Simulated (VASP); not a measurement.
# Sn (Fm-3m) in VASP: single point with PBEsol

Aim: the single point of Sn with PBEsol.

All numbers are computed with VASP 6.6.1; they aren't measurements. Logs are shortened: lines on timing, memory, paths and dates and some standing lists are left out, and cuts for length are marked.

**1. The cell of the first run**

It takes space group Fm-3m (No. 225, cubic). The conventional cell has a = 6.933 Å, b = 6.933 Å, c = 6.933 Å, α = 90.00°, β = 90.00°, γ = 90.00°.

This isn't the form of Sn at room conditions, which is tetragonal (white tin).

**2. Single point, PBEsol**

The input, INCAR:

```
SYSTEM = Sn
PREC = Accurate ; ENCUT = 500
EDIFF = 1E-6 ; ISMEAR = -1
SIGMA = 0.05 ; LREAL = .False.
LASPH = .True. ; NELM = 120
ALGO = Normal ; ISIF = 2
LWAVE = .False. ; LCHARG = .True.
GGA = PS ; LELF = .True.
LVHAR = .True. ; NBANDS = 13
GGA_COMPAT = .False.
```

The input, KPOINTS:

```
Automatic mesh
0
Gamma
  6 6 6
  0 0 0
```

The input, POSCAR:

```
Sn
1.0
    0.0000000000      3.4666300000      3.4666300000
    3.4666300000      0.0000000000      3.4666300000
    3.4666300000      3.4666300000      0.0000000000
Sn
1
Direct
    0.0000000000      0.0000000000      0.0000000000
```

Potentials or basis: VASP PAW PBE potentials, release 64 (Sn_d).

Launch:

```sh
$ cat potpaw_PBE.64/Sn_d/POTCAR > POTCAR
$ mpirun -np 1 vasp_std > vasp.out
```

OUTCAR:

```text
SYSTEM = Sn
   PREC = Accurate
   ENCUT = 500
   EDIFF = 1E-6
   ISMEAR = -1
   LREAL = .False.
   LASPH = .True.
   NELM = 120
   ISIF = 2
   GGA = PS

 ion  position               nearest neighbor table
   1  0.000  0.000  0.000-

  LATTYP: Found a face centered cubic cell.
 ALAT       =     6.9332600000

  Lattice vectors:

 A1 = (   0.0000000000,   3.4666300000,   3.4666300000)
 A2 = (   3.4666300000,   0.0000000000,   3.4666300000)
 A3 = (   3.4666300000,   3.4666300000,   0.0000000000)

Analysis of symmetry for initial positions (statically):
=====================================================================
 Subroutine PRICEL returns:
 Original cell was already a primitive cell.

 Routine SETGRP: Setting up the symmetry group for a
 face centered cubic supercell.

 Subroutine GETGRP returns: Found 48 space group operations
 (whereof 48 operations were pure point group operations)
 out of a pool of 48 trial point group operations.

The static configuration has the point symmetry O_h .

Analysis of symmetry for dynamics (positions and initial velocities):
=====================================================================
 Subroutine PRICEL returns:
 Original cell was already a primitive cell.

 Routine SETGRP: Setting up the symmetry group for a
 face centered cubic supercell.

 Subroutine GETGRP returns: Found 48 space group operations
 (whereof 48 operations were pure point group operations)
 out of a pool of 48 trial point group operations.

The dynamic configuration has the point symmetry O_h .

 Subroutine INISYM returns: Found 48 space group operations
 (whereof 48 operations are pure point group operations),
 and found     1 'primitive' translations

----------------------------------------------------------------------------------------

                                     Primitive cell

  volume of cell :      83.3206

  direct lattice vectors                    reciprocal lattice vectors
     0.000000000  3.466630000  3.466630000    -0.144232295  0.144232295  0.144232295
     3.466630000  0.000000000  3.466630000     0.144232295 -0.144232295  0.144232295
     3.466630000  3.466630000  0.000000000     0.144232295  0.144232295 -0.144232295

  length of vectors
     4.902555162  4.902555162  4.902555162     0.249817663  0.249817663  0.249817663

  position of ions in fractional coordinates (direct lattice)
     0.000000000  0.000000000  0.000000000

  ion indices of the primitive-cell ions
   primitive index   ion index
                 1           1

----------------------------------------------------------------------------------------

 KPOINTS: Automatic mesh

Automatic generation of k-mesh.
 Grid dimensions read from file:
 generate k-points for:    6    6    6

 Generating k-lattice:

  Cartesian coordinates                     Fractional coordinates (reciprocal lattice)
    -0.024038716  0.024038716  0.024038716     0.166666667  0.000000000  0.000000000
     0.024038716 -0.024038716  0.024038716     0.000000000  0.166666667  0.000000000
     0.024038716  0.024038716 -0.024038716     0.000000000  0.000000000  0.166666667

  Length of vectors
     0.041636277  0.041636277  0.041636277

  Shift w.r.t. Gamma in fractional coordinates (k-lattice)
     0.000000000  0.000000000  0.000000000

 Subroutine IBZKPT returns following result:
 ===========================================

 Found     16 irreducible k-points:

 Following reciprocal coordinates:
            Coordinates               Weight
  0.000000  0.000000  0.000000      1.000000
  0.166667  0.000000  0.000000      8.000000
  0.333333  0.000000  0.000000      8.000000
  0.500000  0.000000  0.000000      4.000000
  0.166667  0.166667  0.000000      6.000000
  0.333333  0.166667  0.000000     24.000000
[... 8 lines left out ...]
 -0.333333  0.333333  0.166667     24.000000
 -0.333333  0.500000  0.166667     12.000000
   k-points           NKPTS =     16   k-points in BZ     NKDIM =     16   number of bands    NBANDS=     13
   number of dos      NEDOS =    301   number of ions     NIONS =      1
   total plane-waves  NPLWV =  46656
   dimension x,y,z NGX =    36 NGY =   36 NGZ =   36
   dimension x,y,z NGXF=    72 NGYF=   72 NGZF=   72
   ions per type =               1
   NGX,Y,Z   is equivalent  to a cutoff of  12.21, 12.21, 12.21 a.u.
   NGXF,Y,Z  is equivalent  to a cutoff of  24.42, 24.42, 24.42 a.u.
 SYSTEM =  Sn
   PREC   = accura    normal or accurate (medium, high low for compatibility)
   ISTART =      0    job   : 0-new  1-cont  2-samecut
   ICHARG =      2    charge: 1-file 2-atom 10-const
   ISPIN  =      1    spin polarized calculation?
   LNONCOLLINEAR =      F non collinear calculations
   LSORBIT =      F    spin-orbit coupling
   LASPH  =      T    aspherical Exc in radial PAW
   ENCUT  =  500.0 eV  36.75 Ry    6.06 a.u.   8.94  8.94  8.94*2*pi/ulx,y,z
   NELM   =    120;   NELMIN=  2; NELMDL= -5     # of ELM steps
   EDIFF  = 0.1E-05   stopping-criterion for ELM
   LREAL  =      F    real-space projection
   EDIFFG = 0.1E-04   stopping-criterion for IOM
   NSW    =      0    number of steps for IOM
   IBRION =     -1    ionic relax: 0-MD 1-quasi-New 2-CG
   NFREE  =      0    steps in history (QN), initial steepest desc. (CG)
   ISIF   =      2    stress and relaxation
   ISYM   =      2    0-nonsym 1-usesym 2-fastsym
   POTIM  = 0.5000    time-step for ionic-motion
   TEBEG  =    0.0;   TEEND  =   0.0 temperature during run
   PSTRESS=    0.0 pullay stress
   NELECT =      14.0000    total number of electrons
   NUPDOWN=      -1.0000    fix difference up-down
   EMIN   =  10.00;   EMAX   =-10.00  energy-range for DOS
   EFERMI =   0.00;   METHOD = LEGACY
   ISMEAR =    -1;   SIGMA  =   0.05  broadening in eV -4-tet -1-fermi 0-gaus
   EFERMI_NEDOS =   21; number of points for ismear=-14 and -15
   IALGO  =     38    algorithm
   IMIX   =      4    mixing-type and parameters
     AMIX     =   0.40;   BMIX     =  1.00
     AMIX_MAG =   1.60;   BMIX_MAG =  1.00
  volume/ion in A,a.u.               =      83.32       562.28
  Fermi-wavevector in a.u.,A,eV,Ry     =   0.903372  1.707126 11.103459  0.816081
  Thomas-Fermi vector in A             =   2.026690
   LORBIT       =      0    0 simple, 1 ext, 2 COOP (PROOUT), +10 PAW based schemes
   GGA     = PS    functional components
   LHFCALC =     F    Hartree Fock is set to
   AEXX    =    0.0000 exact exchange contribution
   IVDW    =     0    specifies the selected vdW correction
   LEPSILON=     F    determine dielectric tensor
   LRPA    =     F    only Hartree local field effects (RPA)
 non-spin polarized calculation
  energy-cutoff  :      500.00
  volume of cell :       83.32
 maximum number of plane-waves:      2138
   NGX = 17   NGY = 17   NGZ = 17

 number of electron      13.9999994 magnetization

 Free energy of the ion-electron system (eV)
  ---------------------------------------------------
  ext. energy  EPLUGINS =         0.00000000
  ---------------------------------------------------
  free energy    TOTEN  =        -1.88580095 eV

  energy without entropy =       -1.87241127  energy(sigma->0) =       -1.87910611

 E-fermi :  -0.0886     XC(G=0):  -6.2087

 val. band max:       -0.3472208977   @ k =   0.3333   0.1667   0.0000
 cond. band min:      -0.0799900592   @ k =  -0.1667   0.1667   0.0000
 fundamental gap:      0.2672308385
 Fermi energy:        -0.0885563412

 k-point     1 :       0.0000    0.0000    0.0000
  band No.  band energies     occupation
      1     -22.1213      2.00000
      2     -22.1213      2.00000
      3     -22.1213      2.00000
      4     -22.1210      2.00000
      5     -22.1210      2.00000
      6      -7.2255      2.00000
      7       1.6205      0.00000
      8       1.6205      0.00000
      9       1.6205      0.00000
     10       3.6702      0.00000
     11       7.0699      0.00000
     12       7.0699      0.00000
     13       7.0699      0.00000

 k-point     2 :       0.1667    0.0000    0.0000
  band No.  band energies     occupation
      1     -22.1212      2.00000
      2     -22.1212      2.00000
      3     -22.1211      2.00000
      4     -22.1207      2.00000
      5     -22.1207      2.00000
      6      -7.1088      2.00000
      7       0.5731      0.00000
      8       1.5244      0.00000
      9       1.5244      0.00000
     10       4.4979      0.00000
     11       6.4937      0.00000
     12       7.2825      0.00000
     13       7.2825      0.00000

 k-point     3 :       0.3333    0.0000    0.0000
  band No.  band energies     occupation
      1     -22.1214      2.00000
      2     -22.1214      2.00000
      3     -22.1208      2.00000
      4     -22.1198      2.00000
      5     -22.1198      2.00000
      6      -6.8437      2.00000
      7      -0.7132      1.99999
      8       1.3541      0.00000
      9       1.3541      0.00000
     10       4.5869      0.00000
     11       6.9373      0.00000
     12       6.9373      0.00000
     13       7.3015      0.00000
[... 177 lines left out ...]
 k-point    15 :      -0.3333    0.3333    0.1667
  band No.  band energies     occupation
      1     -22.1214      2.00000
      2     -22.1207      2.00000
      3     -22.1202      2.00000
      4     -22.1201      2.00000
      5     -22.1191      2.00000
      6      -6.5537      2.00000
      7      -0.7313      1.99999
      8      -0.0591      0.71348
      9       0.6892      0.00000
     10       5.2831      0.00000
     11       6.0397      0.00000
     12       7.2436      0.00000
     13       7.9254      0.00000

 k-point    16 :      -0.3333    0.5000    0.1667
  band No.  band energies     occupation
      1     -22.1214      2.00000
      2     -22.1212      2.00000
      3     -22.1202      2.00000
      4     -22.1196      2.00000
      5     -22.1188      2.00000
      6      -6.5065      2.00000
      7      -0.6987      1.99999
      8       0.0294      0.17273
      9       0.3439      0.00035
     10       4.7328      0.00000
     11       5.6648      0.00000
     12       7.9876      0.00000
     13       8.0308      0.00000

------------------------ aborting loop because EDIFF is reached ----------------------------------------

  FORCE on cell =-STRESS in cart. coord.  units (eV):
  Direction    XX          YY          ZZ          XY          YZ          ZX
  --------------------------------------------------------------------------------------
  -------------------------------------------------------------------------------------
  Total       -2.3220007     -2.3220007     -2.3220007      0.0000000      0.0000000      0.0000000
  in kB      -44.6498974    -44.6498974    -44.6498974      0.0000000      0.0000000      0.0000000
  external PRESSURE =     -44.6498974 kB  Pullay stress =       0.0000000 kB

 VOLUME and BASIS-vectors are now :
 -----------------------------------------------------------------------------
  energy-cutoff  :      500.00
  volume of cell :       83.32
      direct lattice vectors                 reciprocal lattice vectors
     0.000000000  3.466630000  3.466630000    -0.144232295  0.144232295  0.144232295
     3.466630000  0.000000000  3.466630000     0.144232295 -0.144232295  0.144232295
     3.466630000  3.466630000  0.000000000     0.144232295  0.144232295 -0.144232295

 POSITION                                       TOTAL-FORCE (eV/Angst)
 -----------------------------------------------------------------------------------
      0.00000      0.00000      0.00000         0.000000      0.000000      0.000000
 -----------------------------------------------------------------------------------
    total drift:                               -0.000000      0.000000      0.000000

  FREE ENERGIE OF THE ION-ELECTRON SYSTEM (eV)
  ---------------------------------------------------
  free  energy   TOTEN  =        -1.8858009451 eV

  energy  without entropy=       -1.8724112720  energy(sigma->0) =       -1.87910611
```

Wall time 7 s (1 thread of Intel Xeon 6975P-C (Granite Rapids), shared host); peak memory 0.2 GiB.

What came out:

| Property | Result |
| --- | --- |
| Free energy | -1.8858 eV |
| Pressure | -4.5 GPa |
| Band gap on the k mesh | zero (bands 7 and 8 overlap by 2.05 eV) |

Levels at points of the mesh, in eV from the Fermi level:
```
           k point  band 3  band 4  band 5  band 6  band 7  band 8  band 9  band 10  band 11  band 12
(0.00, 0.00, 0.00)  -22.03  -22.03  -22.03   -7.14    1.71    1.71    1.71     3.76     7.16     7.16
(0.50, 0.00, 0.00)  -22.03  -22.03  -22.03   -6.60   -1.15    1.37    1.37     4.53     6.77     6.77
(0.50, 0.50, 0.00)  -22.03  -22.03  -22.03   -6.42   -0.89    0.66    0.66     3.85     4.63     9.68
```

Caveat: the cell stands under tension; the PAW data sets were made with another functional, which shifts forces and pressure a little; spin-orbit coupling is left out, which moves the levels of the heavy elements.
